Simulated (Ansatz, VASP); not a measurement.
Na: VASP beside Ansatz

File INCAR:

```
SYSTEM = Na
PREC = Accurate
ENCUT = 520
EDIFF = 1E-6
ISMEAR = -1
SIGMA = 0.05
LREAL = .False.
LASPH = .True.
NELM = 80
ALGO = Fast
ISIF = 2
LWAVE = .False.
LCHARG = .False.
GGA = PE
NBANDS = 10
```

File KPOINTS:

```
Automatic mesh
0
Gamma
  9 9 9
  0 0 0
```

File POSCAR:

```
Na
1.0
   -2.1551792212      2.1551792212      2.1551792212
    2.1551792212     -2.1551792212      2.1551792212
    2.1551792212      2.1551792212     -2.1551792212
Na
1
Direct
    0.0000000000      0.0000000000      0.0000000000
```

Contents of input.yaml:

```yaml
crystal:
  lattice:
    - [-2.1551792212, 2.1551792212, 2.1551792212]
    - [2.1551792212, -2.1551792212, 2.1551792212]
    - [2.1551792212, 2.1551792212, -2.1551792212]
  atoms:
    - { symbol: Na, position: [0.0, 0.0, 0.0] }
hamiltonian:
  xc: pbe
  pseudopotentials: { kind: paw }
kpoints:
  mp_grid: { grid: [9, 9, 9] }
scf:
  occupations: { method: fermi_dirac, width: 0.05 }
output:
  forces: true
  stress: true
  eigenvalues: true
```

Alike in both runs: task single point; functional PBE; k mesh 9 × 9 × 9; occupations fermi-dirac, width 0.05 eV; no spin polarisation.

```csv
,VASP,Ansatz
version,VASP 6.6.1,Ansatz 0.2.0
potentials or method,"VASP PAW PBE potentials, release 64 (Na_pv)",Ansatz PAW
plane-wave cutoff (eV),520,420
valence electrons in the cell,7,9
```

Ansatz gave:

* gap on the k mesh at the Fermi level (eV): none
* pressure (GPa): -0.5

What did VASP give for the same quantities?

gap on the k mesh at the Fermi level (eV): none; pressure (GPa): -0.6.

A gap of «none» marks a metal or a gap that the smearing closes. With one functional, cell and mesh, what is left measures potentials, basis and numerics. VASP's potentials hold 7 valence electrons a cell and Ansatz's 9, so a difference there can come from the potentials and not from the codes.
